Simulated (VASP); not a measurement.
# B (Pm-3m) in VASP: single point with r2SCAN

Aim: the single point of B with r2SCAN.

Everything below comes from runs of VASP 6.6.1. Logs are shortened: lines on timing, memory, paths and dates and some standing lists are left out, and cuts for length are marked.

### Step 1. The cell of the first run

Symmetry: Pm-3m, No. 221, cubic system. Conventional cell: a = 1.884 Å, b = 1.884 Å, c = 1.884 Å, α = 90.00°, β = 90.00°, γ = 90.00°. B (site symmetry m-3m) has 6 B at 1.88 Å within 2.5 Å.

This isn't the form of B at room conditions, which is rhombohedral.

### Step 2. Single point, r2SCAN, non-collinear spin, zero start, spin-orbit coupling

The input, POSCAR:

```
B
1.0
    1.8844875098      0.0000000000      0.0000000000
    0.0000000000      1.8844875098      0.0000000000
    0.0000000000      0.0000000000      1.8844875098
B
1
Direct
    0.0000000000      0.0000000000      0.0000000000
```

The input, INCAR.step1:

```
PREC     = Accurate       # precision mode
ENCUT    = 550            # plane-wave cutoff, eV
ISMEAR   = -1             # smearing method
SIGMA    = 0.1            # smearing width, eV
LREAL    = False          # projectors in reciprocal space
LASPH    = True           # aspherical terms in the spheres
NELM     = 200            # most SCF steps
MAGMOM   = 0 0 0          # initial moments
LSORBIT  = True           # spin-orbit coupling
GGA_COMPAT= False        
NBANDS   = 14             # bands
GGA      = PE             # functional
ALGO     = Normal         # electronic algorithm
EDIFF    = 1E-5           # SCF threshold, eV
LWAVE    = True           # write WAVECAR
LCHARG   = False          # write CHGCAR
```

The input, INCAR.step2:

```
PREC     = Accurate       # precision mode
ENCUT    = 550            # plane-wave cutoff, eV
EDIFF    = 1E-6           # SCF threshold, eV
ISMEAR   = -1             # smearing method
SIGMA    = 0.1            # smearing width, eV
LREAL    = False          # projectors in reciprocal space
LASPH    = True           # aspherical terms in the spheres
NELM     = 200            # most SCF steps
ALGO     = Normal         # electronic algorithm
ISIF     = 2              # what is computed and relaxed
LWAVE    = False          # write WAVECAR
LCHARG   = True           # write CHGCAR
MAGMOM   = 0 0 0          # initial moments
LORBIT   = 11             # projections on sites
LSORBIT  = True           # spin-orbit coupling
GGA_COMPAT= False        
LORBMOM  = True         
METAGGA  = R2SCAN         # meta-GGA
LMIXTAU  = True         
LVHAR    = True         
NBANDS   = 14             # bands
ISTART   = 1
```

The input, KPOINTS:

```
Automatic mesh
0
Gamma
  16 16 16
```

Potentials or basis: VASP PAW PBE potentials, release 64 (B).

Launch:

```console
cat potpaw_PBE.64/B/POTCAR > POTCAR
cp INCAR.step1 INCAR
mpirun -np 1 vasp_ncl > vasp.out
cp INCAR.step2 INCAR
mpirun -np 1 vasp_ncl > vasp.out
```

OUTCAR:

```text
PREC = Accurate
   ENCUT = 550
   EDIFF = 1E-6
   ISMEAR = -1
   LREAL = False
   LASPH = True
   NELM = 200
   ISIF = 2
   LORBIT = 11
   LSORBIT = True
   METAGGA = R2SCAN
   ISTART = 1

 ion  position               nearest neighbor table
   1  0.000  0.000  0.000-

  LATTYP: Found a simple cubic cell.
 ALAT       =     1.8844875098

  Lattice vectors:

 A1 = (   1.8844875098,   0.0000000000,   0.0000000000)
 A2 = (   0.0000000000,   1.8844875098,   0.0000000000)
 A3 = (   0.0000000000,   0.0000000000,   1.8844875098)

Analysis of symmetry for initial positions (statically):
=====================================================================
 Subroutine PRICEL returns:
 Original cell was already a primitive cell.

 Routine SETGRP: Setting up the symmetry group for a
 simple cubic supercell.

 Subroutine GETGRP returns: Found 48 space group operations
 (whereof 48 operations were pure point group operations)
 out of a pool of 48 trial point group operations.

The static configuration has the point symmetry O_h .

Analysis of symmetry for dynamics (positions and initial velocities):
=====================================================================
 Subroutine PRICEL returns:
 Original cell was already a primitive cell.

 Routine SETGRP: Setting up the symmetry group for a
 simple cubic supercell.

 Subroutine GETGRP returns: Found 48 space group operations
 (whereof 48 operations were pure point group operations)
 out of a pool of 48 trial point group operations.

The dynamic configuration has the point symmetry O_h .

Analysis of structural, dynamic, and magnetic symmetry:
=====================================================================
 Subroutine PRICEL returns:
 Original cell was already a primitive cell.

 Routine SETGRP: Setting up the symmetry group for a
 simple cubic supercell.

 Subroutine GETGRP returns: Found 48 space group operations
 (whereof 48 operations were pure point group operations)
 out of a pool of 48 trial point group operations.

The overall configuration has the point symmetry O_h .

 Subroutine INISYM returns: Found 48 space group operations
 (whereof 48 operations are pure point group operations),
 and found     1 'primitive' translations

----------------------------------------------------------------------------------------

                                     Primitive cell

  volume of cell :       6.6924

  direct lattice vectors                    reciprocal lattice vectors
     1.884487510  0.000000000  0.000000000     0.530648250  0.000000000  0.000000000
     0.000000000  1.884487510  0.000000000     0.000000000  0.530648250  0.000000000
     0.000000000  0.000000000  1.884487510     0.000000000  0.000000000  0.530648250

  length of vectors
     1.884487510  1.884487510  1.884487510     0.530648250  0.530648250  0.530648250

  position of ions in fractional coordinates (direct lattice)
     0.000000000  0.000000000  0.000000000

  ion indices of the primitive-cell ions
   primitive index   ion index
                 1           1

----------------------------------------------------------------------------------------

 KPOINTS: Automatic mesh

Automatic generation of k-mesh.
 Grid dimensions read from file:
 generate k-points for:   16   16   16

 Generating k-lattice:

  Cartesian coordinates                     Fractional coordinates (reciprocal lattice)
     0.033165516  0.000000000  0.000000000     0.062500000  0.000000000  0.000000000
     0.000000000  0.033165516  0.000000000     0.000000000  0.062500000  0.000000000
     0.000000000  0.000000000  0.033165516     0.000000000  0.000000000  0.062500000

  Length of vectors
     0.033165516  0.033165516  0.033165516

  Shift w.r.t. Gamma in fractional coordinates (k-lattice)
     0.000000000  0.000000000  0.000000000

[... 51 lines left out ...]
   LREAL  =      F    real-space projection
   EDIFFG = 0.1E-04   stopping-criterion for IOM
   NSW    =      0    number of steps for IOM
   IBRION =     -1    ionic relax: 0-MD 1-quasi-New 2-CG
   NFREE  =      0    steps in history (QN), initial steepest desc. (CG)
   ISIF   =      2    stress and relaxation
   ISYM   =      2    0-nonsym 1-usesym 2-fastsym
   POTIM  = 0.5000    time-step for ionic-motion
   TEBEG  =    0.0;   TEEND  =   0.0 temperature during run
   PSTRESS=    0.0 pullay stress
   NELECT =       3.0000    total number of electrons
   NUPDOWN=      -1.0000    fix difference up-down
   EMIN   =  10.00;   EMAX   =-10.00  energy-range for DOS
   EFERMI =   0.00;   METHOD = LEGACY
   ISMEAR =    -1;   SIGMA  =   0.10  broadening in eV -4-tet -1-fermi 0-gaus
   EFERMI_NEDOS =   21; number of points for ismear=-14 and -15
   IALGO  =     38    algorithm
   IMIX   =      4    mixing-type and parameters
     AMIX     =   0.40;   BMIX     =  1.00
     AMIX_MAG =   1.60;   BMIX_MAG =  1.00
  volume/ion in A,a.u.               =       6.69        45.16
  Fermi-wavevector in a.u.,A,eV,Ry     =   1.252916  2.367668 21.358408  1.569799
  Thomas-Fermi vector in A             =   2.386794
   LORBIT       =     11    0 simple, 1 ext, 2 COOP (PROOUT), +10 PAW based schemes
   METAGGA = R2SCAN    functional components
   LHFCALC =     F    Hartree Fock is set to
   AEXX    =    0.0000 exact exchange contribution
   IVDW    =     0    specifies the selected vdW correction
   LEPSILON=     F    determine dielectric tensor
   LRPA    =     F    only Hartree local field effects (RPA)
  energy-cutoff  :      550.00
  volume of cell :        6.69
 maximum number of plane-waves:       416
   NGX =  7   NGY =  7   NGZ =  7

 number of electron       3.0000000 magnetization       0.0000000     -0.0000000      0.0000000

 number of electron       3.0000000 magnetization      -0.0000000      0.0000000     -0.0000000

 Free energy of the ion-electron system (eV)
  ---------------------------------------------------
  ext. energy  EPLUGINS =         0.00000000
  ---------------------------------------------------
  free energy    TOTEN  =        -6.14719004 eV

  energy without entropy =       -6.14108116  energy(sigma->0) =       -6.14413560

 E-fermi :   7.0942     XC(G=0): -13.2843

 val. band max:        7.0346010453   @ k =   0.3750   0.3125   0.1250
 cond. band min:       7.1248746837   @ k =   0.3750   0.2500   0.1875
 fundamental gap:      0.0902736383
 Fermi energy:         7.0942351816

 k-point     1 :       0.0000    0.0000    0.0000
  band No.  band energies     occupation
      1      -9.7841      1.00000
      2      -9.7841      1.00000
      3      21.7336      0.00000
      4      21.7336      0.00000
      5      21.7426      0.00000
      6      21.7426      0.00000
      7      21.7426      0.00000
      8      21.7426      0.00000
      9      32.0987      0.00000
     10      32.0987      0.00000
     11      32.0987      0.00000
     12      32.0987      0.00000
     13      42.7510      0.00000
     14      42.7510      0.00000
[... 377 lines left out ...]
      1      -1.0041      1.00000
      2      -1.0041      1.00000
      3       0.7015      1.00000
      4       0.7015      1.00000
      5      23.0044      0.00000
      6      23.0044      0.00000
      7      26.3801      0.00000
      8      26.3801      0.00000
      9      33.5068      0.00000
     10      33.5068      0.00000
     11      43.3716      0.00000
     12      43.3716      0.00000
     13      44.2839      0.00000
     14      44.2839      0.00000

 [... further k-points ...]

------------------------ aborting loop because EDIFF is reached ----------------------------------------

  FORCE on cell =-STRESS in cart. coord.  units (eV):
  Direction    XX          YY          ZZ          XY          YZ          ZX
  --------------------------------------------------------------------------------------
  -------------------------------------------------------------------------------------
  Total       -0.0038090     -0.0038090     -0.0038090      0.0000000      0.0000000     -0.0000000
  in kB       -0.9118850     -0.9118850     -0.9118850      0.0000000      0.0000000     -0.0000000
  external PRESSURE =      -0.9118850 kB  Pullay stress =       0.0000000 kB

 VOLUME and BASIS-vectors are now :
 -----------------------------------------------------------------------------
  energy-cutoff  :      550.00
  volume of cell :        6.69
      direct lattice vectors                 reciprocal lattice vectors
     1.884487510  0.000000000  0.000000000     0.530648250  0.000000000  0.000000000
     0.000000000  1.884487510  0.000000000     0.000000000  0.530648250  0.000000000
     0.000000000  0.000000000  1.884487510     0.000000000  0.000000000  0.530648250

 POSITION                                       TOTAL-FORCE (eV/Angst)
 -----------------------------------------------------------------------------------
      0.00000      0.00000      0.00000         0.000000      0.000000      0.000000
 -----------------------------------------------------------------------------------
    total drift:                                0.000000     -0.000000     -0.000000

  FREE ENERGIE OF THE ION-ELECTRON SYSTEM (eV)
  ---------------------------------------------------
  free  energy   TOTEN  =        -6.1471900420 eV

  energy  without entropy=       -6.1410811565  energy(sigma->0) =       -6.14413560

 orbital moment (x)

 # of ion     p       tot
 --------------------------------
  1         0.000   0.000
 --------------------------------
            0.000   0.000

 orbital moment (y)

 # of ion     p       tot
 --------------------------------
  1         0.000   0.000
 --------------------------------
            0.000   0.000

 orbital moment (z)

 # of ion     p       tot
 --------------------------------
  1         0.000   0.000
 --------------------------------
            0.000   0.000

 Spin-Orbit-Coupling matrix elements

 Ion:    1  E_soc:     -0.0000021
 l=   1
     0.0000000    -0.0000003    -0.0000003
    -0.0000003     0.0000000    -0.0000003
    -0.0000003    -0.0000003     0.0000000
 l=   2
     0.0000000     0.0000000     0.0000000     0.0000000     0.0000000
     0.0000000     0.0000000     0.0000000     0.0000000     0.0000000
     0.0000000     0.0000000     0.0000000     0.0000000     0.0000000
     0.0000000     0.0000000     0.0000000     0.0000000     0.0000000
     0.0000000     0.0000000     0.0000000     0.0000000     0.0000000
 l=   3
     0.0000000     0.0000000     0.0000000     0.0000000     0.0000000     0.0000000     0.0000000
     0.0000000     0.0000000     0.0000000     0.0000000     0.0000000     0.0000000     0.0000000
     0.0000000     0.0000000     0.0000000     0.0000000     0.0000000     0.0000000     0.0000000
     0.0000000     0.0000000     0.0000000     0.0000000     0.0000000     0.0000000     0.0000000
     0.0000000     0.0000000     0.0000000     0.0000000     0.0000000     0.0000000     0.0000000
     0.0000000     0.0000000     0.0000000     0.0000000     0.0000000     0.0000000     0.0000000
     0.0000000     0.0000000     0.0000000     0.0000000     0.0000000     0.0000000     0.0000000

 total charge

# of ion       s       p       d       tot
------------------------------------------
    1        0.731   1.102   0.000   1.833

 magnetization (x)

# of ion       s       p       d       tot
------------------------------------------
    1        0.000  -0.000   0.000   0.000

 magnetization (y)

# of ion       s       p       d       tot
------------------------------------------
    1        0.000  -0.000   0.000  -0.000

 magnetization (z)

# of ion       s       p       d       tot
------------------------------------------
    1        0.000  -0.000   0.000   0.000
```

Run time: 2 min. Hardware: 1 thread of AMD EPYC 7R43 (Zen 3), shared host; peak memory 0.1 GiB.

What came out:

| Property | Result |
| --- | --- |
| Free energy | -6.1472 eV |
| Pressure | -0.1 GPa |
| Net moment | 0.00 μB per cell |
| Valence electrons inside the program's atomic spheres | B 1.83 |

Moments on the atoms (μB; x, y, z):
```
B   0.00 0.00 0.00
```

Caveat: the PAW data sets were made with another functional, which shifts forces and pressure a little.
